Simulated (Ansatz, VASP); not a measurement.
# Two plane-wave programs on Na

```
Na
1.0
    -1.91288    1.90322    2.75982
     1.77254   -1.89998    2.65701
     1.98791    1.97500   -2.75750
Na
1
Direct
  0.00000 0.00000 0.00000
```

Alike in both runs: task single point; functional LDA; k mesh 6 × 7 × 7; occupations fermi-dirac, width 0.1 eV; no spin polarisation.

|  | VASP | Ansatz |
| --- | --- | --- |
| version | VASP 6.6.1 | Ansatz 0.2.0 |
| potentials or method | VASP PAW LDA potentials, release 64 (Na_pv), cutoff 520 eV | plane waves, PAW |
| valence electrons in the cell | 7 | 9 |

|  | VASP | Ansatz | Ansatz less VASP |
| --- | --- | --- | --- |
| pressure (GPa) | -1.1 | -1.1 | +0.01 |
| traceless stress, the component that is largest in VASP (GPa) | 0.29 | 0.29 | -0.001 |

LDA's correlation is that of Perdew and Zunger in VASP and of Perdew and Wang (1992) in Ansatz. VASP's potentials hold 7 valence electrons a cell and Ansatz's 9, so a difference there can come from the potentials and not from the codes. Ansatz's warnings: stress scf threshold loose.
